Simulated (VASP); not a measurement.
# PtN2Cl6 (Fm-3m) in VASP: single point with PBE

Aim: the single point of PtN2Cl6 with PBE.

Everything below comes from runs of VASP 6.6.1. Logs are shortened: lines on timing, memory, paths and dates and some standing lists are left out, and cuts for length are marked.

## 1. The cell of the first run

Symmetry: Fm-3m, No. 225, cubic system. The conventional cell has a = 9.624 Å, b = 9.624 Å, c = 9.624 Å, α = 90.00°, β = 90.00°, γ = 90.00°. Within 3.1 Å of Pt (site symmetry m-3m) lie 6 Cl at 2.32 Å. Within 4.5 Å of N (site symmetry -43m) lie 12 Cl at 3.40 Å and 4 Pt at 4.17 Å. Within 3.1 Å of Cl (site symmetry 4mm) lie 1 Pt at 2.32 Å.

## 2. Single point, PBE

INCAR reads:

```
PREC = Accurate
ENCUT = 520
EDIFF = 1E-7
ISMEAR = 1
SIGMA = 0.05
LREAL = False
LASPH = True
NELM = 100
ALGO = Normal
ISIF = 2
LWAVE = False
LCHARG = False
GGA = PE
NBANDS = 41
```

KPOINTS reads:

```
regular mesh
0
Gamma
  4 4 4
```

POSCAR reads:

```
PtN2Cl6
1.0
    0.0000000000      4.8119010000      4.8119010000
    4.8119010000      0.0000000000      4.8119010000
    4.8119010000      4.8119010000      0.0000000000
Pt N Cl
1 2 6
Direct
    0.0000000000      0.0000000000      0.0000000000
    0.7500000000      0.7500000000      0.7500000000
    0.2500000000      0.2500000000      0.2500000000
    0.7594320000      0.7594320000      0.2405680000
    0.2405680000      0.7594320000      0.2405680000
    0.7594320000      0.2405680000      0.2405680000
    0.2405680000      0.2405680000      0.7594320000
    0.7594320000      0.2405680000      0.7594320000
    0.2405680000      0.7594320000      0.7594320000
```

Potentials or basis: VASP PAW PBE potentials, release 64 (Pt, N, Cl).

On the command line:

```sh
$ cat potpaw_PBE.64/Pt/POTCAR potpaw_PBE.64/N/POTCAR potpaw_PBE.64/Cl/POTCAR > POTCAR
$ mpirun -np 1 vasp_std > vasp.out
```

OUTCAR:

```text
PREC = Accurate
   ENCUT = 520
   EDIFF = 1E-7
   ISMEAR = 1
   LREAL = False
   LASPH = True
   NELM = 100
   ISIF = 2
   GGA = PE

 ion  position               nearest neighbor table
   1  0.000  0.000  0.000-   4 2.32   5 2.32   6 2.32   7 2.32   8 2.32   9 2.32
   2  0.750  0.750  0.750-
   3  0.250  0.250  0.250-
   4  0.759  0.759  0.241-   1 2.32
   5  0.241  0.759  0.241-   1 2.32
   6  0.759  0.241  0.241-   1 2.32
   7  0.241  0.241  0.759-   1 2.32
   8  0.759  0.241  0.759-   1 2.32
   9  0.241  0.759  0.759-   1 2.32

  LATTYP: Found a face centered cubic cell.
 ALAT       =     9.6238020000

  Lattice vectors:

 A1 = (   0.0000000000,   4.8119010000,   4.8119010000)
 A2 = (   4.8119010000,   0.0000000000,   4.8119010000)
 A3 = (   4.8119010000,   4.8119010000,   0.0000000000)

Analysis of symmetry for initial positions (statically):
=====================================================================
 Subroutine PRICEL returns:
 Original cell was already a primitive cell.

 Routine SETGRP: Setting up the symmetry group for a
 face centered cubic supercell.

 Subroutine GETGRP returns: Found 48 space group operations
 (whereof 48 operations were pure point group operations)
 out of a pool of 48 trial point group operations.

The static configuration has the point symmetry O_h .

Analysis of symmetry for dynamics (positions and initial velocities):
=====================================================================
 Subroutine PRICEL returns:
 Original cell was already a primitive cell.

 Routine SETGRP: Setting up the symmetry group for a
 face centered cubic supercell.

 Subroutine GETGRP returns: Found 48 space group operations
 (whereof 48 operations were pure point group operations)
 out of a pool of 48 trial point group operations.

The dynamic configuration has the point symmetry O_h .

 Subroutine INISYM returns: Found 48 space group operations
 (whereof 48 operations are pure point group operations),
 and found     1 'primitive' translations

----------------------------------------------------------------------------------------

                                     Primitive cell

  volume of cell :     222.8333

  direct lattice vectors                    reciprocal lattice vectors
     0.000000000  4.811901000  4.811901000    -0.103909037  0.103909037  0.103909037
     4.811901000  0.000000000  4.811901000     0.103909037 -0.103909037  0.103909037
     4.811901000  4.811901000  0.000000000     0.103909037  0.103909037 -0.103909037

  length of vectors
     6.805055655  6.805055655  6.805055655     0.179975732  0.179975732  0.179975732

  position of ions in fractional coordinates (direct lattice)
     0.000000000  0.000000000  0.000000000
     0.750000000  0.750000000  0.750000000
     0.250000000  0.250000000  0.250000000
     0.759432000  0.759432000  0.240568000
     0.240568000  0.759432000  0.240568000
     0.759432000  0.240568000  0.240568000
     0.240568000  0.240568000  0.759432000
     0.759432000  0.240568000  0.759432000
     0.240568000  0.759432000  0.759432000

  ion indices of the primitive-cell ions
   primitive index   ion index
                 1           1
                 2           2
                 3           3
                 4           4
                 5           5
                 6           6
                 7           7
                 8           8
                 9           9

----------------------------------------------------------------------------------------

 KPOINTS: regular mesh

Automatic generation of k-mesh.
 Grid dimensions read from file:
 generate k-points for:    4    4    4

 Generating k-lattice:

  Cartesian coordinates                     Fractional coordinates (reciprocal lattice)
    -0.025977259  0.025977259  0.025977259     0.250000000  0.000000000  0.000000000
     0.025977259 -0.025977259  0.025977259     0.000000000  0.250000000  0.000000000
     0.025977259  0.025977259 -0.025977259     0.000000000  0.000000000  0.250000000

  Length of vectors
     0.044993933  0.044993933  0.044993933

  Shift w.r.t. Gamma in fractional coordinates (k-lattice)
     0.000000000  0.000000000  0.000000000

 Subroutine IBZKPT returns following result:
 ===========================================

 Found      8 irreducible k-points:

 Following reciprocal coordinates:
            Coordinates               Weight
  0.000000  0.000000  0.000000      1.000000
  0.250000  0.000000  0.000000      8.000000
  0.500000  0.000000  0.000000      4.000000
  0.250000  0.250000  0.000000      6.000000
  0.500000  0.250000  0.000000     24.000000
 -0.250000  0.250000  0.000000     12.000000
  0.500000  0.500000  0.000000      3.000000
 -0.250000  0.500000  0.250000      6.000000
   k-points           NKPTS =      8   k-points in BZ     NKDIM =      8   number of bands    NBANDS=     41
   number of dos      NEDOS =    301   number of ions     NIONS =      9
   total plane-waves  NPLWV = 157464
   dimension x,y,z NGX =    54 NGY =   54 NGZ =   54
   dimension x,y,z NGXF=   108 NGYF=  108 NGZF=  108
   ions per type =               1   2   6
   NGX,Y,Z   is equivalent  to a cutoff of  13.19, 13.19, 13.19 a.u.
   NGXF,Y,Z  is equivalent  to a cutoff of  26.38, 26.38, 26.38 a.u.
 SYSTEM =  unknown system
   PREC   = accura    normal or accurate (medium, high low for compatibility)
   ISTART =      0    job   : 0-new  1-cont  2-samecut
   ICHARG =      2    charge: 1-file 2-atom 10-const
   ISPIN  =      1    spin polarized calculation?
   LNONCOLLINEAR =      F non collinear calculations
   LSORBIT =      F    spin-orbit coupling
   LASPH  =      T    aspherical Exc in radial PAW
   ENCUT  =  520.0 eV  38.22 Ry    6.18 a.u.  12.65 12.65 12.65*2*pi/ulx,y,z
   NELM   =    100;   NELMIN=  2; NELMDL= -5     # of ELM steps
   EDIFF  = 0.1E-06   stopping-criterion for ELM
   LREAL  =      F    real-space projection
   EDIFFG = 0.1E-05   stopping-criterion for IOM
   NSW    =      0    number of steps for IOM
   IBRION =     -1    ionic relax: 0-MD 1-quasi-New 2-CG
   NFREE  =      0    steps in history (QN), initial steepest desc. (CG)
   ISIF   =      2    stress and relaxation
   ISYM   =      2    0-nonsym 1-usesym 2-fastsym
   POTIM  = 0.5000    time-step for ionic-motion
   TEBEG  =    0.0;   TEEND  =   0.0 temperature during run
   PSTRESS=    0.0 pullay stress
   NELECT =      62.0000    total number of electrons
   NUPDOWN=      -1.0000    fix difference up-down
   EMIN   =  10.00;   EMAX   =-10.00  energy-range for DOS
   EFERMI =   0.00;   METHOD = LEGACY
   ISMEAR =     1;   SIGMA  =   0.05  broadening in eV -4-tet -1-fermi 0-gaus
   EFERMI_NEDOS =   21; number of points for ismear=-14 and -15
   IALGO  =     38    algorithm
   IMIX   =      4    mixing-type and parameters
     AMIX     =   0.40;   BMIX     =  1.00
     AMIX_MAG =   1.60;   BMIX_MAG =  1.00
  volume/ion in A,a.u.               =      24.76       167.08
  Fermi-wavevector in a.u.,A,eV,Ry     =   1.068756  2.019657 15.541121  1.142240
  Thomas-Fermi vector in A             =   2.204414
   LORBIT       =      0    0 simple, 1 ext, 2 COOP (PROOUT), +10 PAW based schemes
   GGA     = PE    functional components
   LHFCALC =     F    Hartree Fock is set to
   AEXX    =    0.0000 exact exchange contribution
   IVDW    =     0    specifies the selected vdW correction
   LEPSILON=     F    determine dielectric tensor
   LRPA    =     F    only Hartree local field effects (RPA)
 non-spin polarized calculation
 Methfessel and Paxton  Order N= 1 SIGMA  =   0.05
  energy-cutoff  :      520.00
  volume of cell :      222.83
 maximum number of plane-waves:      6018
 NGX is ok and might be reduce to    54
   NGX = 25   NGY = 25   NGZ = 25

 number of electron      61.9999989 magnetization

 Free energy of the ion-electron system (eV)
  ---------------------------------------------------
  ext. energy  EPLUGINS =         0.00000000
  ---------------------------------------------------
  free energy    TOTEN  =       -20.69617327 eV

  energy without entropy =      -20.69948552  energy(sigma->0) =      -20.69727735

 E-fermi :  -0.0436     XC(G=0):  -8.3619

 val. band max:       -0.0571243821   @ k =  -0.2500   0.5000   0.2500
 cond. band min:      -0.0313182652   @ k =  -0.2500   0.2500   0.0000
 fundamental gap:      0.0258061168
 Fermi energy:        -0.0435636216

 k-point     1 :       0.0000    0.0000    0.0000
  band No.  band energies     occupation
      1     -15.0084      2.00000
      2     -14.0334      2.00000
      3     -14.0334      2.00000
      4     -14.0157      2.00000
      5     -14.0157      2.00000
      6     -14.0157      2.00000
[... 33 lines left out ...]
     40       8.6608      0.00000
     41       8.6608      0.00000

 k-point     2 :       0.2500    0.0000    0.0000
  band No.  band energies     occupation
      1     -14.9365      2.00000
      2     -14.1117      2.00000
      3     -14.0849      2.00000
      4     -14.0849      2.00000
      5     -13.9642      2.00000
      6     -13.9642      2.00000
[... 33 lines left out ...]
     40       8.5998      0.00000
     41       9.1895      0.00000

 k-point     3 :       0.5000    0.0000    0.0000
  band No.  band energies     occupation
      1     -14.8436      2.00000
      2     -14.2284      2.00000
      3     -14.1095      2.00000
      4     -14.1095      2.00000
      5     -13.9397      2.00000
      6     -13.9397      2.00000
[... 171 lines left out ...]
      2     -14.2381      2.00000
      3     -14.0631      2.00000
      4     -14.0313      2.00000
      5     -14.0313      2.00000
      6     -14.0254      2.00000
[... 33 lines left out ...]
     40       9.8190      0.00000
     41       9.9005      0.00000

 k-point     8 :      -0.2500    0.5000    0.2500
  band No.  band energies     occupation
      1     -14.7906      2.00000
      2     -14.2619      2.00000
      3     -14.0782      2.00000
      4     -14.0473      2.00000
      5     -14.0473      2.00000
      6     -13.9633      2.00000
[... 33 lines left out ...]
     40       9.8310      0.00000
     41      10.0010      0.00000

------------------------ aborting loop because EDIFF is reached ----------------------------------------

  FORCE on cell =-STRESS in cart. coord.  units (eV):
  Direction    XX          YY          ZZ          XY          YZ          ZX
  --------------------------------------------------------------------------------------
  -------------------------------------------------------------------------------------
  Total       -3.5185911     -3.5185911     -3.5185911      0.0000000      0.0000000      0.0000000
  in kB      -25.2987660    -25.2987660    -25.2987660      0.0000000      0.0000000      0.0000000
  external PRESSURE =     -25.2987660 kB  Pullay stress =       0.0000000 kB

 VOLUME and BASIS-vectors are now :
 -----------------------------------------------------------------------------
  energy-cutoff  :      520.00
  volume of cell :      222.83
      direct lattice vectors                 reciprocal lattice vectors
     0.000000000  4.811901000  4.811901000    -0.103909037  0.103909037  0.103909037
     4.811901000  0.000000000  4.811901000     0.103909037 -0.103909037  0.103909037
     4.811901000  4.811901000  0.000000000     0.103909037  0.103909037 -0.103909037

 POSITION                                       TOTAL-FORCE (eV/Angst)
 -----------------------------------------------------------------------------------
      0.00000      0.00000      0.00000         0.000000      0.000000     -0.000000
      7.21785      7.21785      7.21785         0.000000      0.000000     -0.000000
      2.40595      2.40595      2.40595         0.000000      0.000000     -0.000000
      4.81190      4.81190      7.30862         0.000000      0.000000      0.122114
      4.81190      2.31518      4.81190         0.000000     -0.122114     -0.000000
      2.31518      4.81190      4.81190        -0.122114      0.000000     -0.000000
      4.81190      4.81190      2.31518         0.000000      0.000000     -0.122114
      4.81190      7.30862      4.81190         0.000000      0.122114     -0.000000
      7.30862      4.81190      4.81190         0.122114      0.000000     -0.000000
 -----------------------------------------------------------------------------------
    total drift:                                0.000000      0.000000      0.000000

  FREE ENERGIE OF THE ION-ELECTRON SYSTEM (eV)
  ---------------------------------------------------
  free  energy   TOTEN  =       -20.6961732669 eV

  energy  without entropy=      -20.6994855210  energy(sigma->0) =      -20.69727735
```

Run time: 3.3 min. Hardware: 1 thread of AMD EPYC 7R43 (Zen 3), shared host; peak memory 0.36 GiB.

Results:

| Property | Result |
| --- | --- |
| Free energy | -20.6962 eV |
| Pressure | -2.5 GPa |
| Largest force | 0.122 eV/Å |
| Band gap on the k mesh | zero (band 31 reaches 0.10 eV, above the bottom of band 32 at -0.12 eV) |

Forces in eV/Å, atoms in the order of the input:
```
Pt   0.000  0.000  0.000
N    0.000  0.000  0.000
N    0.000  0.000  0.000
Cl   0.000  0.000  0.122
Cl   0.000 -0.122  0.000
Cl  -0.122  0.000  0.000
Cl   0.000  0.000 -0.122
Cl   0.000  0.122  0.000
Cl   0.122  0.000  0.000
```

Caveat: spin-orbit coupling is left out, which moves the levels of the heavy elements.
